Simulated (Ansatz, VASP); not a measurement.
**Ni: VASP beside Ansatz**

INCAR

```
SYSTEM = Ni
ALGO = Normal
EDIFF = 1E-6
ENCUT = 520
GGA = CA
ISIF = 2
ISMEAR = 0
ISPIN = 2
LASPH = .True.
LCHARG = .False.
LMAXMIX = 4
LORBIT = 11
LREAL = .False.
LWAVE = .False.
MAGMOM = 1 1
NBANDS = 21
NELM = 150
PREC = Accurate
SIGMA = 0.1
```

File KPOINTS:

```
k-points
0
Gamma
  12 12 7
  0 0 0
```

The input POSCAR:

```
Ni
1.0
    2.4480228978      0.0000000000      0.0000000000
   -1.2240114489      2.1200500186      0.0000000000
    0.0000000000      0.0000000000      4.0728075700
Ni
2
Direct
    0.6666666667      0.3333333333      0.7500000000
    0.3333333333      0.6666666667      0.2500000000
```

The input input.yaml:

```yaml
crystal:
  lattice:
    - [2.4480228978, 0.0, 0.0]
    - [-1.2240114489, 2.1200500186, 0.0]
    - [0.0, 0.0, 4.07280757]
  atoms:
    - { symbol: Ni, position: [0.6666666667, 0.3333333333, 0.75], spin: 1.0 }
    - { symbol: Ni, position: [0.3333333333, 0.6666666667, 0.25], spin: 1.0 }
kpoints:
  mp_grid: { grid: [12, 12, 7] }
scf:
  occupations: { method: gaussian, width: 0.1 }
hamiltonian:
  xc: lda
  pseudopotentials: { kind: all_electron, lapw: { basis_error: 0.001 } }
magnetization:
  spin_polarized: true
output:
  forces: true
  stress: true
  eigenvalues: true
```

Alike in both runs: task single point; functional LDA; k mesh 12 × 12 × 7; occupations gaussian, width 0.1 eV; collinear spin.

```csv
,VASP,Ansatz
version,VASP 6.6.1,Ansatz 0.2.0
potentials or method,"VASP PAW LDA potentials, release 64 (Ni), cutoff 520 eV","all-electron LAPW, scalar-relativistic"
```

Ansatz gave:

```
gap on the k mesh at the Fermi level (eV)                     : none
pressure (GPa)                                                : -11.0
traceless stress, the component that is largest in VASP (GPa) : -2.33
net moment per atom (μB)                                      : 0.62
size of the moment on the site where the two differ most (μB) : 0.64
```

Q: Estimate VASP's values.

A: gap on the k mesh at the Fermi level (eV): none; pressure (GPa): -11.0; traceless stress, the component that is largest in VASP (GPa): -2.11; net moment per atom (μB): 0.59; size of the moment on the site where the two differ most (μB): 0.59.

LDA's correlation is that of Perdew and Zunger in VASP and of Perdew and Wang (1992) in Ansatz. Site moments also hang on the region over which each program counts them. A gap of «none» marks a metal or a gap that the smearing closes. Ansatz ran all-electron here, and VASP with PAW potentials.
